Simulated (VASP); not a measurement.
Wanted: the native input for a VASP 6.6.1 run.

* Task: single point
* Functional: PBE
* Potentials or basis: VASP PAW PBE potentials, release 64 (Si, C)
* Cutoff: 520 eV
* k mesh: 12 × 12 × 12
* Occupations: gaussian, width 0.05 eV
* Spin: no spin polarisation
* Dipole correction: no
* Further INCAR settings: ALGO = Normal; EDIFF = 1e-06; NBANDS = 11

The structure of SiC lies in POSCAR:

```
SiC
1.0
    0.0000000000      2.0064855898      2.6084312668
    2.0064855898      0.0000000000      2.6084312668
    2.0064855898      2.0064855898      0.0000000000
Si C
1 1
Direct
    0.0000000000      0.0000000000      0.0000000000
    0.7500000000      0.7500000000      0.7500000000
```

This cell differs from its parent crystal: ratio of the length along z to the lengths across it x 1.3, volume and fractional coordinates fixed.

The input as run:

INCAR

```
PREC     = Accurate       # precision mode
ENCUT    = 520            # plane-wave cutoff, eV
EDIFF    = 1E-6           # SCF threshold, eV
ISMEAR   = 0              # smearing method
SIGMA    = 0.05           # smearing width, eV
LREAL    = False          # projectors in reciprocal space
LASPH    = True           # aspherical terms in the spheres
NELM     = 60             # most SCF steps
ALGO     = Normal         # electronic algorithm
ISIF     = 2              # what is computed and relaxed
LWAVE    = False          # write WAVECAR
LCHARG   = False          # write CHGCAR
GGA      = PE             # functional
NBANDS   = 11             # bands
```

KPOINTS

```
regular mesh
0
Gamma
  12 12 12
```

Potentials or basis: VASP PAW PBE potentials, release 64 (Si, C).

Run with:

```bash
$ cat potpaw_PBE.64/Si/POTCAR potpaw_PBE.64/C/POTCAR > POTCAR
$ mpirun -np 1 vasp_std > vasp.out
```

It gave:

* Pressure: -2.6 GPa
* Band gap on the k mesh: zero (band 4 reaches 9.31 eV, above the bottom of band 5 at 8.96 eV)

Wall time 9.3 s on 1 thread of Intel(R) Xeon(R) 6975P-C (Granite Rapids), on a shared host, peak memory 0.15 GiB.
